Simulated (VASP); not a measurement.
A run of VASP 6.6.1:

File INCAR:

```
SYSTEM = CoO
PREC = Accurate
ENCUT = 520
EDIFF = 1E-6
ISMEAR = 0
SIGMA = 0.02
LREAL = .FALSE.
LASPH = .TRUE.
NELM = 150
ALGO = Normal
ISIF = 2
LWAVE = .FALSE.
LCHARG = .TRUE.
LMAXMIX = 4
LDAU = .TRUE.
LDAUTYPE = 2
LDAUL = 2 -1
LDAUU = 3.32 0
LDAUJ = 0 0
LDAUPRINT = 1
GGA = PE
LELF = .TRUE.
LVHAR = .TRUE.
NBANDS = 14
```

The input KPOINTS:

```
Automatic mesh
0
G
  14 14 14
  0 0 0
```

The input POSCAR:

```
CoO
1.0
    0.0000000000      2.3497749699      2.3497749699
    2.3497749699      0.0000000000      2.3497749699
    2.3497749699      2.3497749699      0.0000000000
Co O
1 1
Direct
    0.0000000000      0.0000000000      0.0000000000
    0.2500000000      0.2500000000      0.2500000000
```

Potentials or basis: VASP PAW PBE potentials, release 64 (Co, O).

Command:

```console
$ cat potpaw_PBE.64/Co/POTCAR potpaw_PBE.64/O/POTCAR > POTCAR
$ mpirun -np 1 vasp_std > vasp.out
```

Hardware: 1 thread of AMD EPYC 9R45 96-Core Processor (Zen 5), on a shared host.

Question: How long does it take, and how much memory?

Answer: It took 36 s on 1 thread of AMD EPYC 9R45 96-Core Processor (Zen 5) (shared host), peak memory 0.15 GiB. Counts: scf iterations 15, k points 104.
